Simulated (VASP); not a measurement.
Crystal: Si3Ge.

```xyz
4
Lattice="3.6476 0.0000 0.0000 -1.8238 3.1589 0.0000 0.0000 0.0000 5.9613" Properties=species:S:1:pos:R:3 pbc="T T T"
Si    0.0000    0.0000    4.5547
Si    0.0000    2.1059    0.0000
Si    0.0000    0.0000    1.4066
Ge    1.8238    1.0530    2.9806
```

The cell was generated, and may not be a known phase.

| Property | Result |
| --- | --- |
| Program | VASP 6.6.1 |
| Task | relaxation of cell and atoms |
| Functional | PBE |
| Potentials or basis | VASP PAW PBE potentials, release 64 (Si, Ge_d) |
| Cutoff | 600 eV |
| k mesh | 6 × 6 × 4 |
| Occupations | gaussian, width 0.1 eV |
| Spin | no spin polarisation |

At the start: pressure 0.5 GPa; volume 17.17 Å³/atom.

**Question.** How do energy, volume and symmetry change on relaxing?

**Answer.** Over 4 steps the energy falls by 2.5 meV/atom and the volume is 17.21 Å³/atom (+0.2 %); space group P-6m2 (No. 187, to 0.1 Å) before and after.

Step by step:
```tsv
step	energy change (eV)	largest force (eV/Å)	pressure (GPa)	volume (Å³)
1	0.0000	0.1389	0.51	68.69
2	-0.0082	0.0877	-0.30	69.23
3	-0.0086	0.0763	-0.61	69.40
4	-0.0100	0.0205	0.03	68.86
```

Final structure:
```
Si Ge
1.0
     3.62442    0.00000    0.00000
    -1.81221    3.13884    0.00000
     0.00000    0.00000    6.05282
Si Ge
3 1
Direct
  0.00000 0.00000 0.76649
  0.33333 0.66667 0.00000
  0.00000 0.00000 0.23351
  0.66667 0.33333 0.50000
```
